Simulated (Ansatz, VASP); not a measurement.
# Mo: VASP beside Ansatz

The input INCAR:

```
SYSTEM = Mo
AGGAC = 1.0
AGGAX = 1.0
ALDAC = 0.0
ALDAX = 1.0
ALGO = Normal
EDIFF = 1E-6
ENCUT = 520
GGA = B5
ISIF = 2
ISMEAR = -1
LASPH = .TRUE.
LCHARG = .FALSE.
LREAL = .FALSE.
LWAVE = .FALSE.
NBANDS = 36
NELM = 60
PREC = Accurate
SIGMA = 0.1
```

Contents of KPOINTS:

```
k-points
0
G
  14 14 4
  0 0 0
```

File POSCAR:

```
Mo
1.0
    2.9127731811      0.0000000000      0.0000000000
   -1.4563865905      2.5225355703      0.0000000000
    0.0000000000      0.0000000000     10.2034281889
Mo
4
Direct
    0.0000000000      0.0000000000      1.0000000000
    1.0000000000      0.0000000000      0.5000000000
    0.3333333333      0.6666666667      0.2500000000
    0.6666666667      0.3333333333      0.7500000000
```

Input for Ansatz:

```yaml
crystal:
  lattice:
    - [2.9127731811, 0.0, 0.0]
    - [-1.4563865905, 2.5225355703, 0.0]
    - [0.0, 0.0, 10.2034281889]
  atoms:
    - { symbol: Mo, position: [0.0, 0.0, 1.0] }
    - { symbol: Mo, position: [1.0, 0.0, 0.5] }
    - { symbol: Mo, position: [0.3333333333, 0.6666666667, 0.25] }
    - { symbol: Mo, position: [0.6666666667, 0.3333333333, 0.75] }
hamiltonian:
  xc: blyp
  pseudopotentials:
    kind: paw
    azcp:
      Mo: "pseudopotentials/Mo.paw.azcp"
basis:
  ecutwfc: 420
  fft_grid_basis: typed
kpoints:
  mp_grid: { grid: [14, 14, 4], shift: [0, 0, 0] }
magnetization:
  spin_polarized: false
scf:
  occupations: { method: fermi_dirac, width: 0.1 }
  lower_state_search: "off"
output:
  stress: true
```

Alike in both runs: task single point; functional BLYP; k mesh 14 × 14 × 4; occupations fermi-dirac, width 0.1 eV; no spin polarisation.

|  | VASP | Ansatz |
| --- | --- | --- |
| version | VASP 6.6.1 | Ansatz 0.2.0 |
| potentials or method | VASP PAW PBE potentials, release 64 (Mo_sv), cutoff 520 eV | plane waves (420 eV) with PAW, scalar-relativistic |
| valence electrons in the cell | 56 | 56 |

VASP gave:

| Item | Value |
| --- | --- |
| pressure (GPa) | -18.5 |
| traceless stress, the component that is largest in VASP (GPa) | 1.88 |

Q: What did Ansatz give for the same quantities?

A: Pressure (GPa): -19.0; traceless stress, the component that is largest in VASP (GPa): 1.99.

VASP's potentials were made for PBE, not for BLYP. The functional is the same, so the differences come from potentials, cutoffs and numerics.
